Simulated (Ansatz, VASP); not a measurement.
**One calculation of Na, two programs**

```xyz
2
Lattice="0.0000 -3.6205 0.0000 -3.6205 0.0000 0.0000 0.0000 0.0000 -5.0842" Properties=species:S:1:pos:R:3 pbc="T T T"
Na   -2.4033   -1.8103   -2.7448
Na    0.5930    0.0000    0.2027
```

Change from the starting cell: mode 4 frozen in at -0.593 Å and mode 6 at -0.203 Å (largest displacements).

Alike in both runs: task single point; functional LDA; k mesh 12 × 12 × 10; occupations gaussian, width 0.15 eV; no spin polarisation.

|  | VASP | Ansatz |
| --- | --- | --- |
| version | VASP 6.6.1 | Ansatz 0.2.0 |
| potentials or method | VASP PAW LDA potentials, release 64 (Na_pv), cutoff 520 eV | scalar-relativistic, plane waves, PAW |
| valence electrons in the cell | 14 | 18 |

|  | VASP | Ansatz | Ansatz less VASP |
| --- | --- | --- | --- |
| gap on the k mesh at the Fermi level (eV) | none | none | - |
| pressure (GPa) | 1.1 | 1.1 | +0.01 |
| traceless stress, the component that is largest in VASP (GPa) | -2.38 | -2.38 | +0.007 |
| rms of the force components (eV/Å) | 0.383 | 0.382 | -0.0013 |

LDA's correlation is that of Perdew and Zunger in VASP and of Perdew and Wang (1992) in Ansatz. Atom by atom the forces differ by 0.001 eV/Å (rms over components). A gap of «none» marks a metal or a gap that the smearing closes. VASP's potentials hold 14 valence electrons a cell and Ansatz's 18, so a difference there can come from the potentials and not from the codes.
